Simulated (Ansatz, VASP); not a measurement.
**Al in VASP and in Ansatz**

```xyz
4
Lattice="-1.4019 2.7791 4.4660 1.4019 -2.7791 4.4660 1.4019 2.7791 -4.4660" Properties=species:S:1:pos:R:3 pbc="T T T"
Al    0.0000    4.1279    0.0000
Al    0.0000    1.4304    0.0000
Al    1.4019    0.0000    2.0083
Al    0.0000    2.7791    2.4577
```

Alike in both runs: functional PBE; k mesh 18 × 18 × 18; occupations gaussian, width 0.1 eV; no spin polarisation.

Ansatz relaxed the structure, and its values are those at the end. VASP's run is a single point on that final structure, the one shown.

```csv
,VASP,Ansatz
version,VASP 6.6.1,Ansatz 0.2.0
potentials or method,"VASP PAW PBE potentials, release 64 (Al), cutoff 520 eV","scalar-relativistic, plane waves, PAW"
valence electrons in the cell,12,12
```

```tsv
	VASP	Ansatz	Ansatz less VASP
gap on the k mesh at the Fermi level (eV)	none	none	-
pressure (GPa)	0.0	0.0	+0.03
```

A gap of «none» marks a metal or a gap that the smearing closes.
